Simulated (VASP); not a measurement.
# Zn23InS24 (a cell with a defect) (Wurtzite-6H) in VASP: electric field gradients with PBE

Aim: the electric field gradients of Zn23InS24 (a cell with a defect) (Wurtzite-6H) with PBE.

Everything below comes from runs of VASP 6.6.1. Logs are shortened: lines on timing, memory, paths and dates and some standing lists are left out, and cuts for length are marked.

**1. The cell of the first run**

The cell holds a defect, 48 atoms: a = 7.624 Å, b = 7.624 Å, c = 18.690 Å, α = 90.00°, β = 90.00°, γ = 120.00°.

**2. Electric field gradients, PBE**

Contents of INCAR:

```
SYSTEM = Zn23InS24
PREC     = Accurate       ! precision mode
ENCUT    = 520            ! plane-wave cutoff, eV
EDIFF    = 1E-8           ! SCF threshold, eV
ISMEAR   = -1             ! smearing method
SIGMA    = 0.01           ! smearing width, eV
LREAL    = Auto         
LASPH    = .TRUE.         ! aspherical terms in the spheres
NELM     = 100            ! most SCF steps
ALGO     = Normal         ! electronic algorithm
ISIF     = 2              ! what is computed and relaxed
LWAVE    = .FALSE.        ! write WAVECAR
LCHARG   = .FALSE.        ! write CHGCAR
GGA      = PE             ! functional
LEFG     = .TRUE.       
NELECT   = 432.0        
NBANDS   = 246            ! bands
```

Contents of KPOINTS:

```
Automatic mesh
0
G
  3 3 1
  0 0 0
```

Contents of POSCAR:

```
Zn23InS24
1.0
    7.6240000000      0.0000000000      0.0000000000
   -3.8120000000      6.6025776784      0.0000000000
    0.0000000000      0.0000000000     18.6899900000
Zn In S
23 1 24
Direct
    0.0000000000      0.0000000000      0.0000000000
    0.0000000000      0.5000000000      0.0000000000
    0.5000000000      0.0000000000      0.0000000000
    0.5000000000      0.5000000000      0.0000000000
    0.0000000000      0.0000000000      0.5000000000
    0.0000000000      0.5000000000      0.5000000000
    0.5000000000      0.0000000000      0.5000000000
    0.5000000000      0.5000000000      0.5000000000
    0.1666666666      0.8333333334      0.1666700000
    0.6666666666      0.3333333334      0.1666700000
    0.6666666666      0.8333333334      0.1666700000
    0.3333333334      0.1666666666      0.6666700000
    0.3333333334      0.6666666666      0.6666700000
    0.8333333334      0.1666666666      0.6666700000
    0.8333333334      0.6666666666      0.6666700000
    0.3333333334      0.1666666666      0.3333300000
    0.3333333334      0.6666666666      0.3333300000
    0.8333333334      0.1666666666      0.3333300000
    0.8333333334      0.6666666666      0.3333300000
    0.1666666666      0.3333333334      0.8333300000
    0.1666666666      0.8333333334      0.8333300000
    0.6666666666      0.3333333334      0.8333300000
    0.6666666666      0.8333333334      0.8333300000
    0.1666666666      0.3333333334      0.1666700000
    0.0000000000      0.0000000000      0.1250000000
    0.0000000000      0.5000000000      0.1250000000
    0.5000000000      0.0000000000      0.1250000000
    0.5000000000      0.5000000000      0.1250000000
    0.0000000000      0.0000000000      0.6250000000
    0.0000000000      0.5000000000      0.6250000000
    0.5000000000      0.0000000000      0.6250000000
    0.5000000000      0.5000000000      0.6250000000
    0.1666666666      0.3333333334      0.2916700000
    0.1666666666      0.8333333334      0.2916700000
    0.6666666666      0.3333333334      0.2916700000
    0.6666666666      0.8333333334      0.2916700000
    0.3333333334      0.1666666666      0.7916700000
    0.3333333334      0.6666666666      0.7916700000
    0.8333333334      0.1666666666      0.7916700000
    0.8333333334      0.6666666666      0.7916700000
    0.3333333334      0.1666666666      0.4583300000
    0.3333333334      0.6666666666      0.4583300000
    0.8333333334      0.1666666666      0.4583300000
    0.8333333334      0.6666666666      0.4583300000
    0.1666666666      0.3333333334      0.9583300000
    0.1666666666      0.8333333334      0.9583300000
    0.6666666666      0.3333333334      0.9583300000
    0.6666666666      0.8333333334      0.9583300000
```

Potentials or basis: VASP PAW PBE potentials, release 64 (Zn, In_d, S).

Command:

```
$ cat potpaw_PBE.64/Zn/POTCAR potpaw_PBE.64/In_d/POTCAR potpaw_PBE.64/S/POTCAR > POTCAR
$ mpirun -np 1 vasp_std > vasp.out
```

OUTCAR:

```text
SYSTEM = Zn23InS24
   PREC = Accurate
   ENCUT = 520
   EDIFF = 1E-8
   ISMEAR = -1
   LREAL = Auto
   LASPH = .TRUE.
   NELM = 100
   ISIF = 2
   GGA = PE
   NELECT = 432.0

 ion  position               nearest neighbor table
   1  0.000  0.000  0.000-  46 2.33  45 2.33  48 2.33  25 2.34
   2  0.000  0.500  0.000-  45 2.33  46 2.33  47 2.33  26 2.34
   3  0.500  0.000  0.000-  48 2.33  47 2.33  46 2.33  27 2.34
   4  0.500  0.500  0.000-  47 2.33  48 2.33  45 2.33  28 2.34
   5  0.000  0.000  0.500-  43 2.33  44 2.33  41 2.33  29 2.34
   6  0.000  0.500  0.500-  44 2.33  43 2.33  42 2.33  30 2.34
[... 40 lines left out ...]
  47  0.667  0.333  0.958-   4 2.33   3 2.33   2 2.33  22 2.34
  48  0.667  0.833  0.958-   3 2.33   4 2.33   1 2.33  23 2.34

  LATTYP: Found a hexagonal cell.
 ALAT       =     7.6240000000
 C/A-ratio  =     2.4514677335

  Lattice vectors:

 A1 = (   7.6240000000,   0.0000000000,   0.0000000000)
 A2 = (  -3.8120000000,   6.6025776784,   0.0000000000)
 A3 = (   0.0000000000,   0.0000000000,  18.6899900000)

Analysis of symmetry for initial positions (statically):
=====================================================================
 Subroutine PRICEL returns:
 Original cell was already a primitive cell.

 Routine SETGRP: Setting up the symmetry group for a
 hexagonal supercell.

 Subroutine GETGRP returns: Found  6 space group operations
 (whereof  2 operations were pure point group operations)
 out of a pool of 24 trial point group operations.

The static configuration has the point symmetry C_1h.
 The point group associated with its full space group is C_3v.

Analysis of symmetry for dynamics (positions and initial velocities):
=====================================================================
 Subroutine PRICEL returns:
 Original cell was already a primitive cell.

 Routine SETGRP: Setting up the symmetry group for a
 hexagonal supercell.

 Subroutine GETGRP returns: Found  6 space group operations
 (whereof  2 operations were pure point group operations)
 out of a pool of 24 trial point group operations.

The dynamic configuration has the point symmetry C_1h.
 The point group associated with its full space group is C_3v.

 Subroutine INISYM returns: Found  6 space group operations
 (whereof  2 operations are pure point group operations),
 and found     1 'primitive' translations

----------------------------------------------------------------------------------------

                                     Primitive cell

  volume of cell :     940.8177

  direct lattice vectors                    reciprocal lattice vectors
     7.624000000  0.000000000  0.000000000     0.131164743  0.075728000  0.000000000
    -3.812000000  6.602577678  0.000000000     0.000000000  0.151455999  0.000000000
     0.000000000  0.000000000 18.689990000     0.000000000  0.000000000  0.053504577

  length of vectors
     7.624000000  7.624000000 18.689990000     0.151455999  0.151455999  0.053504577

  position of ions in fractional coordinates (direct lattice)
     0.000000000  0.000000000  0.000000000
     0.000000000  0.500000000  0.000000000
     0.500000000  0.000000000  0.000000000
     0.500000000  0.500000000  0.000000000
     0.000000000  0.000000000  0.500000000
     0.000000000  0.500000000  0.500000000
[... 40 lines left out ...]
     0.666666667  0.333333333  0.958330000
     0.666666667  0.833333333  0.958330000

  ion indices of the primitive-cell ions
   primitive index   ion index
                 1           1
[... 101 lines left out ...]
   IBRION =     -1    ionic relax: 0-MD 1-quasi-New 2-CG
   NFREE  =      0    steps in history (QN), initial steepest desc. (CG)
   ISIF   =      2    stress and relaxation
   ISYM   =      2    0-nonsym 1-usesym 2-fastsym
   POTIM  = 0.5000    time-step for ionic-motion
   TEBEG  =    0.0;   TEEND  =   0.0 temperature during run
   PSTRESS=    0.0 pullay stress
   NELECT =     432.0000    total number of electrons
   NUPDOWN=      -1.0000    fix difference up-down
   EMIN   =  10.00;   EMAX   =-10.00  energy-range for DOS
   EFERMI =   0.00;   METHOD = LEGACY
   ISMEAR =    -1;   SIGMA  =   0.01  broadening in eV -4-tet -1-fermi 0-gaus
   EFERMI_NEDOS =   21; number of points for ismear=-14 and -15
   IALGO  =     38    algorithm
   IMIX   =      4    mixing-type and parameters
     AMIX     =   0.40;   BMIX     =  1.00
     AMIX_MAG =   1.60;   BMIX_MAG =  1.00
  volume/ion in A,a.u.               =      19.60       132.27
  Fermi-wavevector in a.u.,A,eV,Ry     =   1.262993  2.386711 21.703349  1.595151
  Thomas-Fermi vector in A             =   2.396373
   LORBIT       =      0    0 simple, 1 ext, 2 COOP (PROOUT), +10 PAW based schemes
   GGA     = PE    functional components
   LHFCALC =     F    Hartree Fock is set to
   AEXX    =    0.0000 exact exchange contribution
   IVDW    =     0    specifies the selected vdW correction
   LEPSILON=     F    determine dielectric tensor
   LRPA    =     F    only Hartree local field effects (RPA)
 non-spin polarized calculation
  energy-cutoff  :      520.00
  volume of cell :      940.82
 maximum number of plane-waves:     25428
 NGX is ok and might be reduce to    60
   NGX = 29   NGY = 29   NGZ = 69

 number of electron     432.0000292 magnetization

 Free energy of the ion-electron system (eV)
  ---------------------------------------------------
  ext. energy  EPLUGINS =         0.00000000
  ---------------------------------------------------
  free energy    TOTEN  =      -167.63150583 eV

  energy without entropy =     -167.63150583  energy(sigma->0) =     -167.63150583

 E-fermi :   2.9399     XC(G=0):  -9.6678

 val. band max:        2.6661946795   @ k =   0.0000   0.0000   0.0000
 cond. band min:       4.2222054458   @ k =   0.0000   0.0000   0.0000
 fundamental gap:      1.5560107663
 Fermi energy:         2.9399474546

 k-point     1 :       0.0000    0.0000    0.0000
  band No.  band energies     occupation
      1     -12.8270      2.00000
      2     -12.8270      2.00000
      3     -12.8052      2.00000
      4     -12.2920      2.00000
      5     -12.2920      2.00000
      6     -11.6129      2.00000
[... 682 lines left out ...]
    227       6.9280      0.00000
    228       6.9851      0.00000
 [bands above 228 left out]

------------------------ aborting loop because EDIFF is reached ----------------------------------------

  FORCE on cell =-STRESS in cart. coord.  units (eV):
  Direction    XX          YY          ZZ          XY          YZ          ZX
  --------------------------------------------------------------------------------------
  -------------------------------------------------------------------------------------
  Total       12.1475136     12.1475136     11.5417794      0.0000000      0.0000000      0.0000000
  in kB       20.6867612     20.6867612     19.6552185      0.0000000      0.0000000      0.0000000
  external PRESSURE =      20.3429136 kB  Pullay stress =       0.0000000 kB

 VOLUME and BASIS-vectors are now :
 -----------------------------------------------------------------------------
  energy-cutoff  :      520.00
  volume of cell :      940.82
      direct lattice vectors                 reciprocal lattice vectors
     7.624000000  0.000000000  0.000000000     0.131164743  0.075728000  0.000000000
    -3.812000000  6.602577678  0.000000000     0.000000000  0.151455999  0.000000000
     0.000000000  0.000000000 18.689990000     0.000000000  0.000000000  0.053504577

 POSITION                                       TOTAL-FORCE (eV/Angst)
 -----------------------------------------------------------------------------------
      0.00000      0.00000      0.00000         0.000000     -0.016956     -0.573412
     -1.90600      3.30129      0.00000        -0.014685      0.008478     -0.573412
      3.81200      0.00000      0.00000         0.000000     -0.000000     -0.246734
      1.90600      3.30129      0.00000         0.014685      0.008478     -0.573412
      0.00000      0.00000      9.34500         0.000000     -0.030864      0.140811
     -1.90600      3.30129      9.34500        -0.026729      0.015432      0.140811
[... 40 lines left out ...]
      3.81200      2.20086     17.91118         0.000000      0.036157      0.312277
      1.90600      5.50215     17.91118         0.031313     -0.018079      0.312277
 -----------------------------------------------------------------------------------
    total drift:                               -0.000004     -0.000004     -0.013798

  FREE ENERGIE OF THE ION-ELECTRON SYSTEM (eV)
  ---------------------------------------------------
  free  energy   TOTEN  =      -167.6315058289 eV

  energy  without entropy=     -167.6315058289  energy(sigma->0) =     -167.63150583

 Electric field gradients (V/A^2)
---------------------------------------------------------------------
 ion       V_xx      V_yy      V_zz      V_xy      V_xz      V_yz
---------------------------------------------------------------------
   1      -8.466    -6.827    15.293    -0.001    -0.000    -1.660
   2      -7.236    -8.057    15.293    -0.711    -1.437     0.830
   3      -2.988    -2.989     5.976    -0.001    -0.000     0.000
   4      -7.236    -8.057    15.293     0.709     1.437     0.830
   5       2.807     1.674    -4.481    -0.001     0.000    -0.356
   6       1.958     2.523    -4.481     0.490    -0.308     0.178
[... 40 lines left out ...]
  47       4.203     0.493    -4.695    -0.000    -0.000     3.458
  48       1.421     3.275    -4.695     1.606     2.995    -1.729
---------------------------------------------------------------------

 Electric field gradients after diagonalization (V/A^2)
 (convention: |V_zz| > |V_xx| > |V_yy|)
----------------------------------------------------------------------
 ion       V_xx      V_yy      V_zz     asymmetry (V_yy - V_xx)/ V_zz
----------------------------------------------------------------------
   1      -8.466    -6.951    15.417       0.098
   2      -8.468    -6.949    15.417       0.098
   3      -2.989    -2.987     5.976       0.000
   4      -8.466    -6.951    15.417       0.098
   5       2.807     1.694    -4.501       0.247
   6       2.806     1.696    -4.501       0.247
[... 40 lines left out ...]
  47       4.203     2.222    -6.424       0.308
  48       4.202     2.222    -6.424       0.308
----------------------------------------------------------------------

           NMR quadrupolar parameters

 Cq : quadrupolar parameter    Cq=e*Q*V_zz/h
 eta: asymmetry parameters     (V_yy - V_xx)/ V_zz
 Q  : nuclear electric quadrupole moment in mb (millibarn)
----------------------------------------------------------------------
 ion       Cq(MHz)       eta       Q (mb)
----------------------------------------------------------------------
   1       0.037       0.098       1.000
   2       0.037       0.098       1.000
   3       0.014       0.000       1.000
   4       0.037       0.098       1.000
   5      -0.011       0.247       1.000
   6      -0.011       0.247       1.000
[... 40 lines left out ...]
  47      -0.016       0.308       1.000
  48      -0.016       0.308       1.000
----------------------------------------------------------------------
```

Wall time 51 min (1 thread of Intel Xeon 6975P-C, shared host); peak memory 1.2 GiB.

Results:

```
Free energy   : -167.6315 eV
Largest force : 1.688 eV/Å
```

Forces in eV/Å, atoms in the order of the input:
```
Zn   0.000 -0.017 -0.573
Zn  -0.015  0.008 -0.573
Zn   0.000  0.000 -0.247
Zn   0.015  0.008 -0.573
Zn   0.000 -0.031  0.141
Zn  -0.027  0.015  0.141
Zn   0.000  0.000  0.129
Zn   0.027  0.015  0.141
Zn   0.274  0.158  0.381
Zn   0.000 -0.317  0.381
Zn  -0.274  0.158  0.381
Zn  -0.010  0.006 -0.048
Zn   0.000 -0.011 -0.048
Zn   0.010  0.006 -0.048
Zn   0.000  0.000 -0.043
Zn   0.275 -0.159  0.405
Zn   0.000  0.318  0.405
Zn  -0.275 -0.159  0.405
Zn   0.000  0.000  0.314
Zn   0.000  0.000 -0.307
Zn  -0.013 -0.007 -0.263
Zn   0.000  0.015 -0.263
Zn   0.013 -0.007 -0.263
In   0.000  0.000  0.185
S    0.000 -1.617 -0.483
S   -1.400  0.809 -0.483
S    0.000  0.000  0.047
S    1.400  0.809 -0.483
S    0.000  0.004 -0.023
S    0.004 -0.002 -0.023
S    0.000  0.000 -0.043
S   -0.004 -0.002 -0.023
S    0.000  0.000  1.413
S   -0.041 -0.024 -0.273
S    0.000  0.047 -0.273
S    0.041 -0.024 -0.273
S    0.000  0.000  0.153
S    0.000  0.000  0.153
S    0.000  0.000  0.153
S    0.000  0.000  0.128
S   -0.045  0.026 -0.298
S    0.000 -0.052 -0.298
S    0.045  0.026 -0.298
S    0.000  0.000 -0.223
S    0.000  0.000  0.354
S   -0.031 -0.018  0.312
S    0.000  0.036  0.312
S    0.031 -0.018  0.312
```

Electric field gradients, principal values (V/Å²):
| atom | least | middle | greatest (by size) |
| --- | --- | --- | --- |
| 1 Zn | -6.951 | -8.466 | 15.417 |
| 2 Zn | -6.949 | -8.468 | 15.417 |
| 3 Zn | -2.987 | -2.989 | 5.976 |
| 4 Zn | -6.951 | -8.466 | 15.417 |
| 5 Zn | 1.694 | 2.807 | -4.501 |
| 6 Zn | 1.696 | 2.806 | -4.501 |
| 7 Zn | 2.600 | 2.602 | -5.203 |
| 8 Zn | 1.694 | 2.807 | -4.501 |
| 9 Zn | 3.436 | 8.721 | -12.156 |
| 10 Zn | 3.436 | 8.721 | -12.156 |
| 11 Zn | 3.437 | 8.720 | -12.157 |
| 12 Zn | -1.475 | -1.864 | 3.339 |
| 13 Zn | -1.477 | -1.862 | 3.339 |
| 14 Zn | -1.477 | -1.862 | 3.339 |
| 15 Zn | -1.503 | -1.505 | 3.007 |
| 16 Zn | -0.866 | -11.226 | 12.092 |
| 17 Zn | -0.864 | -11.226 | 12.090 |
| 18 Zn | -0.864 | -11.226 | 12.090 |
| 19 Zn | 3.863 | 3.865 | -7.728 |
| 20 Zn | -5.408 | -5.410 | 10.818 |
| 21 Zn | -4.361 | -4.765 | 9.126 |
| 22 Zn | -4.361 | -4.765 | 9.126 |
| 23 Zn | -4.362 | -4.763 | 9.126 |
| 24 In | 3.381 | 3.382 | -6.763 |
| 25 S | -11.694 | -24.266 | 35.961 |
| 26 S | -11.695 | -24.266 | 35.962 |
| 27 S | 7.234 | 7.235 | -14.469 |
| 28 S | -11.694 | -24.266 | 35.961 |
| 29 S | -3.008 | -3.494 | 6.502 |
| 30 S | -3.009 | -3.493 | 6.502 |
| 31 S | -3.950 | -3.951 | 7.902 |
| 32 S | -3.008 | -3.494 | 6.502 |
| 33 S | -18.693 | -18.694 | 37.387 |
| 34 S | 1.760 | 6.008 | -7.768 |
| 35 S | 1.760 | 6.008 | -7.768 |
| 36 S | 1.759 | 6.008 | -7.767 |
| 37 S | -0.166 | -0.427 | 0.593 |
| 38 S | -0.167 | -0.426 | 0.593 |
| 39 S | -0.167 | -0.426 | 0.593 |
| 40 S | 0.026 | 0.027 | -0.053 |
| 41 S | -6.360 | -7.628 | 13.988 |
| 42 S | -6.361 | -7.627 | 13.988 |
| 43 S | -6.361 | -7.627 | 13.988 |
| 44 S | -4.336 | -4.337 | 8.674 |
| 45 S | 1.455 | 1.456 | -2.910 |
| 46 S | 2.222 | 4.203 | -6.424 |
| 47 S | 2.222 | 4.203 | -6.424 |
| 48 S | 2.222 | 4.202 | -6.424 |

Caveat: the cell carries a net charge on a neutralising background, which shifts energy and pressure; the cell is charged against a uniform background, so pressure and absolute levels hang on convention; without QUAD_EFG the Cq values of the log hold for a quadrupole moment of 1 mb, not for the nuclei; spin-orbit coupling is left out, which moves the levels of the heavy elements.
